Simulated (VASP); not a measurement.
## NaCl: single point with r2SCAN

NaCl:

```
CELL_PARAMETERS angstrom
2.78996 2.78996 0.00000
-2.78996 2.78996 0.00000
0.00000 2.78996 2.81239
ATOMIC_POSITIONS crystal
Na 0.00000 0.00000 0.00000
Cl 0.50000 0.50000 0.00000
```

This cell differs from its parent crystal: in-plane strain -0.005.

```
Program                : VASP 6.6.1
Task                   : single point
Functional             : r2SCAN
Potentials or basis    : VASP PAW PBE potentials, release 64 (Na_pv, Cl)
Cutoff                 : 520 eV
k mesh                 : 8 × 8 × 8
Occupations            : gaussian, width 0.01 eV
Spin                   : no spin polarisation
Dipole correction      : no
Further INCAR settings : ALGO = Normal; EDIFF = 1e-06; NBANDS = 14
```

```json
{
  "Pressure": "0.0 GPa",
  "Band gap on the k mesh": "6.02 eV"
}
```

Stress tensor (GPa, compression positive):
```
 0.16  0.00  0.00
 0.00  0.16  0.00
 0.00  0.00 -0.25
```

Levels at points of the mesh, in eV from the valence-band top:
```tsv
k point	band 5	band 6	band 7	band 8	band 9	band 10
(0.00, 0.00, 0.00)	-0.01	-0.01	0.00	6.02	11.74	11.80
(0.50, 0.00, 0.00)	-2.00	-0.30	-0.29	7.99	11.78	11.81
(0.50, 0.50, 0.00)	-1.75	-0.65	-0.63	8.51	8.58	12.41
(0.00, 0.00, 0.50)	-1.75	-0.62	-0.62	8.51	8.61	12.34
```

Run time: 87 s on 1 thread of Intel(R) Xeon(R) Platinum 8488C (Sapphire Rapids) (shared host), peak memory 0.18 GiB.

Caveat: the cell differs from its parent crystal (in-plane strain -0.005); the PAW data sets were made with another functional, which shifts forces and pressure a little. A k mesh can miss the band edges.
